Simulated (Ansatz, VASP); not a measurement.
One calculation of Hf2TiB2, two programs

File INCAR:

```
PREC = Accurate
ENCUT = 520
EDIFF = 1E-7
ISMEAR = 0
SIGMA = 0.1
LREAL = F
LASPH = T
NELM = 80
ALGO = Normal
ISIF = 2
LWAVE = F
LCHARG = F
GGA = PE
NBANDS = 27
```

File KPOINTS:

```
Automatic mesh
0
Gamma
  6 6 4
```

File POSCAR:

```
Hf2TiB2
1.0
    3.7715246200      0.0000000000      0.0000000000
   -1.8857623100      3.2662361300      0.0000000000
    0.0000000000      0.0000000000      6.2150730700
Hf Ti B
2 1 2
Direct
    0.3333333300      0.6666666700      0.6200000000
    0.6666666700      0.3333333300      0.3800000000
    0.0000000000      0.0000000000      0.0000000000
    0.3333333300      0.6666666700      0.2599999900
    0.6666666700      0.3333333300      0.7400000100
```

Input for Ansatz:

```yaml
crystal:
  lattice:
    - [3.77152462, 0.0, 0.0]
    - [-1.88576231, 3.26623613, 0.0]
    - [0.0, 0.0, 6.21507307]
  atoms:
    - { symbol: Hf, position: [0.33333333, 0.66666667, 0.62] }
    - { symbol: Hf, position: [0.66666667, 0.33333333, 0.38] }
    - { symbol: Ti, position: [0.0, 0.0, 0.0] }
    - { symbol: B, position: [0.33333333, 0.66666667, 0.25999999] }
    - { symbol: B, position: [0.66666667, 0.33333333, 0.74000001] }
basis:
  ecutwfc: 420
kpoints:
  mp_grid: { grid: [6, 6, 4] }
hamiltonian:
  xc: pbe
scf:
  occupations: { method: gaussian, width: 0.1 }
  lower_state_search: "off"
output:
  forces: true
  stress: true
  eigenvalues: true
```

Change from the starting cell: species swapped into the YbMn2As2 type (P-3m1, No. 164).

Alike in both runs: task single point; functional PBE; k mesh 6 × 6 × 4; occupations gaussian, width 0.1 eV; no spin polarisation.

|  | VASP | Ansatz |
| --- | --- | --- |
| version | VASP 6.6.1 | Ansatz 0.2.0 |
| potentials or method | VASP PAW PBE potentials, release 64 (Hf_pv, Ti_sv, B), cutoff 520 eV | scalar-relativistic, plane waves, PAW |
| valence electrons in the cell | 38 | 70 |

|  | VASP | Ansatz | Ansatz less VASP |
| --- | --- | --- | --- |
| gap on the k mesh at the Fermi level (eV) | none | none | - |
| pressure (GPa) | 10.7 | 10.8 | +0.15 |
| traceless stress, the component that is largest in VASP (GPa) | 9.27 | 9.39 | +0.126 |
| rms of the force components (eV/Å) | 2.632 | 2.651 | +0.0198 |

Atom by atom the forces differ by 0.022 eV/Å (rms over components). A gap of «none» marks a metal or a gap that the smearing closes. The functional is the same, so the differences come from potentials, cutoffs and numerics. VASP's potentials hold 38 valence electrons a cell and Ansatz's 70, so a difference there can come from the potentials and not from the codes.

Neither program's run includes spin-orbit coupling.
